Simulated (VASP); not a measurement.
# Pd: single point with B3LYP

Pd:

```
Pd
1.0
    -1.58001    1.58001    1.58001
     1.58001   -1.58001    1.58001
     1.58001    1.58001   -1.58001
Pd
1
Direct
  0.00000 0.00000 0.00000
```

This isn't the form of Pd at room conditions, which is fcc.

```json
{"Program": "VASP 6.6.1", "Task": "single point", "Functional": "B3LYP", "Potentials or basis": "VASP PAW PBE potentials, release 64 (Pd)", "Cutoff": "520 eV", "k mesh": "6 × 6 × 6", "Occupations": "fermi-dirac, width 0.05 eV", "Spin": "no spin polarisation"}
```

- Pressure: 0.4 GPa
- Band gap on the k mesh: zero (bands 5 and 6 overlap by 2.54 eV)

Levels at points of the mesh, in eV from the Fermi level:
```
           k point  band 3  band 4  band 5  band 6  band 7  band 8
(0.00, 0.00, 0.00)   -3.33   -3.33   -1.59   -1.59   21.22   21.22
(0.50, 0.00, 0.00)   -1.58   -1.30    0.95    2.68    8.99   16.84
(0.50, 0.50, 0.50)    0.61    0.61    0.61   10.62   10.62   10.62
```

It took 6 min on 1 thread of Intel(R) Xeon(R) Platinum 8488C (Sapphire Rapids), with other jobs on the host, peak memory 0.14 GiB.

Caveat: the k points lie up to 0.47 Å⁻¹ apart, too coarse for converged energies and pressures of a metal; the PAW data sets were made with another functional, which shifts forces and pressure a little.
